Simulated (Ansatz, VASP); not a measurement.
Two plane-wave programs on CdTe

```
Cd Te
1.0
     8.07474    0.00000    0.00000
     0.00000    8.07474    0.00000
     0.00000    0.00000    4.69323
Cd Te
4 4
Direct
  0.67574 0.67574 0.00000
  0.17574 0.82426 0.50000
  0.82426 0.17574 0.50000
  0.32426 0.32426 0.00000
  0.81662 0.81662 0.50000
  0.18338 0.18338 0.50000
  0.68338 0.31662 0.00000
  0.31662 0.68338 0.00000
```

Alike in both runs: functional PBE; k mesh 4 × 4 × 6; occupations gaussian, width 0.02 eV; no spin polarisation.

Ansatz relaxed the structure, and its values are those at the end. VASP's run is a single point on that final structure, the one shown.

|  | VASP | Ansatz |
| --- | --- | --- |
| version | VASP 6.6.1 | Ansatz 0.2.0 |
| potentials or method | VASP PAW PBE potentials, release 64 (Cd, Te), cutoff 520 eV | scalar-relativistic, plane waves, PAW |
| valence electrons in the cell | 72 | 144 |

```tsv
	VASP	Ansatz	Ansatz less VASP
gap on the k mesh at the Fermi level (eV)	0.70	0.71	+0.005
least direct gap on the mesh (eV)	0.70	0.71	+0.005
pressure (GPa)	0.1	0.0	-0.10
rms of the force components (eV/Å)	0.004	0.003	-0.0012
```

The functional is the same, so the differences come from potentials, cutoffs and numerics. VASP's potentials hold 72 valence electrons a cell and Ansatz's 144, so a difference there can come from the potentials and not from the codes.

Spin-orbit coupling is off throughout.
